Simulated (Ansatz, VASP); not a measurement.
**One calculation of In, two programs**

```
In
1.0
    -1.88253    1.88253    1.88253
     1.88253   -1.88253    1.88253
     1.88253    1.88253   -1.88253
In
1
Cartesian
  0.0000 0.0000 0.0000
```

Alike in both runs: functional r2SCAN; k mesh 7 × 7 × 7; occupations fermi-dirac, width 0.05 eV; non-collinear spin, spin-orbit coupling.

```csv
,VASP,Ansatz
version,VASP 6.6.1,Ansatz 0.2.0
potentials or method,"VASP PAW PBE potentials, release 64 (In_d)",Ansatz PAW
plane-wave cutoff (eV),520,500
valence electrons in the cell,13,13
task,single point,band structure
```

```tsv
	VASP	Ansatz	Ansatz less VASP
pressure (GPa)	-0.1	-0.1	-0.05
net moment per atom (μB)	0.00	0.00	0.000
```

VASP's potentials were made for PBE, not for r2SCAN.
